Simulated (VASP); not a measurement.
Input of a VASP 6.6.1 run:

The input INCAR:

```
  AGGAC = 1.0
  AGGAX = 1.0
  ALDAC = 0.0
  ALDAX = 1.0
  ALGO = Normal
  EDIFF = 1E-6
  ENCUT = 520
  GGA = B5
  ISIF = 2
  ISMEAR = 0
  IVDW = 12
  LASPH = True
  LCHARG = False
  LREAL = False
  LWAVE = False
  NBANDS = 15
  NELM = 80
  PREC = Accurate
  SIGMA = 0.05
  VDW_A1 = 0.4298
  VDW_A2 = 4.2359
  VDW_S6 = 1.0
  VDW_S8 = 2.6996
```

File KPOINTS:

```
k-points
0
Gamma
  8 8 8
```

The input POSCAR:

```
SrO
1.0
    0.0000000000      2.5705926867      2.5705926867
    2.5705926867      0.0000000000      2.5705926867
    2.5705926867      2.5705926867      0.0000000000
Sr O
1 1
Direct
    0.5000000000      0.5000000000      0.5000000000
    0.0000000000      0.0000000000      0.0000000000
```

Potentials or basis: VASP PAW PBE potentials, release 64 (Sr_sv, O).

Run with:

```console
$ cat potpaw_PBE.64/Sr_sv/POTCAR potpaw_PBE.64/O/POTCAR > POTCAR
$ mpirun -np 1 vasp_std > vasp.out
```

Task: What does it give for the dispersion energy per atom?

Result: -0.587 eV.

Task: Predict the band gap on the k mesh.

Result: 3.39 eV, indirect (least direct gap 3.48 eV).

Task: Estimate the pressure.

Result: 0.6 GPa.

Caveat: the PAW data sets were made with another functional, which shifts forces and pressure a little. A k mesh can miss the band edges.
